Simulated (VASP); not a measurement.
# Co (P3_221) in VASP: relaxation of cell and atoms with PBE

Aim: the relaxation of cell and atoms of Co with PBE.

Program: VASP 6.6.1. These are calculated values, not measurements. Logs are shortened: lines on timing, memory, paths and dates and some standing lists are left out, and cuts for length are marked.

## Step 1: The cell of the first run

Symmetry: P3_221, No. 154, trigonal system. The conventional cell has a = 3.227 Å, b = 3.227 Å, c = 3.667 Å, α = 90.00°, β = 90.00°, γ = 120.00°. Within 2.3 Å of Co (site symmetry 2) lie 2 Co at 1.72 Å.

## Step 2: Relaxation of cell and atoms, PBE

Contents of INCAR:

```
ALGO = Normal
EDIFF = 1E-7
EDIFFG = -0.04
ENCUT = 690
GGA = PE
GGA_COMPAT = F
IBRION = 2
ISIF = 3
ISMEAR = 0
LASPH = T
LCHARG = F
LREAL = F
LWAVE = F
NELM = 120
NELMIN = 4
NSW = 90
PREC = Accurate
SIGMA = 0.1
```

Contents of KPOINTS:

```
k-points
0
Gamma
  6 6 6
```

Contents of POSCAR:

```
Co
1.0
    3.2269754373      0.0000000000      0.0000000000
   -1.6134877186      2.7946427061      0.0000000000
    0.0000000000      0.0000000000      3.6673091430
Co
3
Direct
    0.2170000000      0.0000000000      0.1666666667
    0.0000000000      0.2170000000      0.8333333333
    0.7830000000      0.7830000000      0.5000000000
```

Potentials or basis: VASP PAW PBE potentials, release 64 (Co_sv).

The run is started by

```console
$ cat potpaw_PBE.64/Co_sv/POTCAR > POTCAR
$ mpirun -np 1 vasp_std > vasp.out
```

OUTCAR:

```text
EDIFF = 1E-7
   EDIFFG = -0.04
   ENCUT = 690
   GGA = PE
   IBRION = 2
   ISIF = 3
   ISMEAR = 0
   LASPH = T
   LREAL = F
   NELM = 120
   NELMIN = 4
   NSW = 90
   PREC = Accurate

 ion  position               nearest neighbor table
   1  0.217  0.000  0.167-   3 1.72   2 1.72
   2  0.000  0.217  0.833-   3 1.72   1 1.72
   3  0.783  0.783  0.500-   2 1.72   1 1.72

  LATTYP: Found a hexagonal cell.
 ALAT       =     3.2269754373
 C/A-ratio  =     1.1364539998

  Lattice vectors:

 A1 = (   3.2269754373,   0.0000000000,   0.0000000000)
 A2 = (  -1.6134877186,   2.7946427061,   0.0000000000)
 A3 = (   0.0000000000,   0.0000000000,   3.6673091430)

Analysis of symmetry for initial positions (statically):
=====================================================================
 Subroutine PRICEL returns:
 Original cell was already a primitive cell.

 Routine SETGRP: Setting up the symmetry group for a
 hexagonal supercell.

 Subroutine GETGRP returns: Found  6 space group operations
 (whereof  2 operations were pure point group operations)
 out of a pool of 24 trial point group operations.

The static configuration has the point symmetry C_2 .
 The point group associated with its full space group is D_3 .

Analysis of symmetry for dynamics (positions and initial velocities):
=====================================================================
 Subroutine PRICEL returns:
 Original cell was already a primitive cell.

 Routine SETGRP: Setting up the symmetry group for a
 hexagonal supercell.

 Subroutine GETGRP returns: Found  6 space group operations
 (whereof  2 operations were pure point group operations)
 out of a pool of 24 trial point group operations.

The dynamic configuration has the point symmetry C_2 .
 The point group associated with its full space group is D_3 .

 Subroutine INISYM returns: Found  6 space group operations
 (whereof  2 operations are pure point group operations),
 and found     1 'primitive' translations

----------------------------------------------------------------------------------------

                                     Primitive cell

  volume of cell :      33.0727

  direct lattice vectors                    reciprocal lattice vectors
     3.226975437  0.000000000  0.000000000     0.309887701  0.178913748  0.000000000
    -1.613487719  2.794642706  0.000000000     0.000000000  0.357827495  0.000000000
     0.000000000  0.000000000  3.667309143     0.000000000  0.000000000  0.272679494

  length of vectors
     3.226975437  3.226975437  3.667309143     0.357827495  0.357827495  0.272679494

[... 79 lines left out ...]
   LASPH  =      T    aspherical Exc in radial PAW
   ENCUT  =  690.0 eV  50.71 Ry    7.12 a.u.   6.91  6.91  7.85*2*pi/ulx,y,z
   NELM   =    120;   NELMIN=  4; NELMDL= -5     # of ELM steps
   EDIFF  = 0.1E-06   stopping-criterion for ELM
   LREAL  =      F    real-space projection
   EDIFFG = -.4E-01   stopping-criterion for IOM
   NSW    =     90    number of steps for IOM
   IBRION =      2    ionic relax: 0-MD 1-quasi-New 2-CG
   NFREE  =      1    steps in history (QN), initial steepest desc. (CG)
   ISIF   =      3    stress and relaxation
   ISYM   =      2    0-nonsym 1-usesym 2-fastsym
   POTIM  = 0.5000    time-step for ionic-motion
   TEBEG  =    0.0;   TEEND  =   0.0 temperature during run
   PSTRESS=    0.0 pullay stress
   NELECT =      51.0000    total number of electrons
   NUPDOWN=      -1.0000    fix difference up-down
   EMIN   =  10.00;   EMAX   =-10.00  energy-range for DOS
   EFERMI =   0.00;   METHOD = LEGACY
   ISMEAR =     0;   SIGMA  =   0.10  broadening in eV -4-tet -1-fermi 0-gaus
   EFERMI_NEDOS =   21; number of points for ismear=-14 and -15
   IALGO  =     38    algorithm
   IMIX   =      4    mixing-type and parameters
     AMIX     =   0.40;   BMIX     =  1.00
     AMIX_MAG =   1.60;   BMIX_MAG =  1.00
  volume/ion in A,a.u.               =      11.02        74.40
  Fermi-wavevector in a.u.,A,eV,Ry     =   1.891364  3.574159 48.671535  3.577257
  Thomas-Fermi vector in A             =   2.932523
   LORBIT       =      0    0 simple, 1 ext, 2 COOP (PROOUT), +10 PAW based schemes
   GGA     = PE    functional components
   LHFCALC =     F    Hartree Fock is set to
   AEXX    =    0.0000 exact exchange contribution
   IVDW    =     0    specifies the selected vdW correction
   LEPSILON=     F    determine dielectric tensor
   LRPA    =     F    only Hartree local field effects (RPA)
 conjugate gradient relaxation of ions
 non-spin polarized calculation
 Gauss-broadening in eV      SIGMA  =   0.10
  energy-cutoff  :      690.00
  volume of cell :       33.07
 maximum number of plane-waves:      1377
   NGX = 13   NGY = 13   NGZ = 15

--------------------------------------- Ionic step        1  -------------------------------------------

 number of electron      51.0000043 magnetization

 Free energy of the ion-electron system (eV)
  ---------------------------------------------------
  ext. energy  EPLUGINS =         0.00000000
  ---------------------------------------------------
  free energy    TOTEN  =       -12.73942434 eV

  energy without entropy =      -12.71590319  energy(sigma->0) =      -12.72766376

------------------------ aborting loop because EDIFF is reached ----------------------------------------

  FORCE on cell =-STRESS in cart. coord.  units (eV):
  Direction    XX          YY          ZZ          XY          YZ          ZX
  --------------------------------------------------------------------------------------
  -------------------------------------------------------------------------------------
  Total       12.1497986     12.1497986     32.0513028      0.0000000      0.0000000     -0.0000000
  in kB      588.5863528    588.5863528   1552.6972965      0.0000000      0.0000000     -0.0000000
  external PRESSURE =     909.9566674 kB  Pullay stress =       0.0000000 kB
[... 1695 lines left out ...]
     29      10.0343      0.00000
     30      15.0932      0.00000

 [... further k-points ...]

[... ionic steps 4 to 32 ...]

--------------------------------------- Ionic step       33  -------------------------------------------

 number of electron      50.9999998 magnetization

------------------------ aborting loop because EDIFF is reached ----------------------------------------
[... 69 lines left out ...]
--------------------------------------- Ionic step       35  -------------------------------------------

 number of electron      50.9999997 magnetization

 Free energy of the ion-electron system (eV)
  ---------------------------------------------------
  ext. energy  EPLUGINS =         0.00000000
  ---------------------------------------------------
  free energy    TOTEN  =       -19.87022782 eV

  energy without entropy =      -19.80072399  energy(sigma->0) =      -19.83547590

 E-fermi :  12.4426     XC(G=0): -14.1265

 val. band max:       12.4379042396   @ k =   0.0000   0.3333   0.1667
 cond. band min:      12.4484809533   @ k =   0.3333  -0.0000   0.0000
 fundamental gap:      0.0105767138
 Fermi energy:        12.4426119727
[... 822 lines left out ...]
  FREE ENERGIE OF THE ION-ELECTRON SYSTEM (eV)
  ---------------------------------------------------
  free  energy   TOTEN  =       -19.8702278188 eV

  energy  without entropy=      -19.8007239869  energy(sigma->0) =      -19.83547590

 reached required accuracy - stopping structural energy minimisation
```

OSZICAR:

```text
N       E                     dE             d eps       ncg     rms          rms(c)
DAV:   1     0.129748221698E+04    0.12975E+04   -0.33801E+04  2444   0.625E+03
DAV:   2     0.183940228376E+03   -0.11135E+04   -0.10945E+04  2622   0.144E+03
DAV:   3    -0.457423718687E+01   -0.18851E+03   -0.18416E+03  3096   0.620E+02
DAV:   4    -0.143063310337E+02   -0.97321E+01   -0.95745E+01  3204   0.137E+02
[... 444 lines left out ...]
DAV:   4    -0.198702685319E+02    0.14795E-03   -0.21030E-04  3060   0.297E-01    0.404E-02
DAV:   5    -0.198702285851E+02    0.39947E-04   -0.65401E-05  2994   0.195E-01    0.872E-03
DAV:   6    -0.198702285203E+02    0.64758E-07   -0.81856E-06  3088   0.634E-02    0.568E-03
DAV:   7    -0.198702278230E+02    0.69735E-06   -0.15689E-06  2756   0.259E-02    0.791E-04
DAV:   8    -0.198702278188E+02    0.41509E-08   -0.53788E-08  1056   0.533E-03
  35 F= -.19870228E+02 E0= -.19835476E+02  d E =-.299858E-03
```

It took 19 min on 1 thread of Intel Xeon Platinum 8259CL at 2.50GHz (Skylake/Cascade Lake), shared host; peak memory 0.19 GiB.

What came out:

- Free energy: -19.8702 eV
- Relaxed volume: 10.48 Å³/atom
- Relaxed cell: a = 3.884 Å, b = 3.884 Å, c = 2.405 Å, α = 90.00°, β = 90.00°, γ = 120.00°
- Space group after relaxing (to 0.1 Å): Im-3m (No. 229)
- Pressure after relaxing: 0.1 GPa
- Largest force after relaxing: 0.007 eV/Å
- Band gap on the k mesh: zero (an odd number of electrons rules out a gap without spin polarisation)

Forces in eV/Å, atoms in the order of the input:
```
Co   0.007  0.000  0.000
Co  -0.004  0.006  0.000
Co  -0.004 -0.006  0.000
```

Stress tensor (GPa, compression positive):
```
 0.19  0.00  0.00
 0.00  0.19  0.00
 0.00  0.00 -0.17
```

Final structure:
```
Co
1.0
     3.88445    0.00000    0.00000
    -1.94222    3.36403    0.00000
     0.00000    0.00000    2.40499
Co
3
Cartesian
  1.2941 0.0000 0.4008
  -0.6470 1.1207 2.0042
  1.2952 2.2433 1.2025
```

Caveat: the k points lie up to 0.44 Å⁻¹ apart in the final cell, too coarse for converged energies and pressures of a metal; the highest band is partly filled, so the run has too few bands; a cell axis changed by over 15 % at a fixed basis, so the end point is rough; the run has no spin polarisation, though such a crystal can be magnetic. Spin polarisation is off, so any magnetic state and its effect on volume and gap are missing.
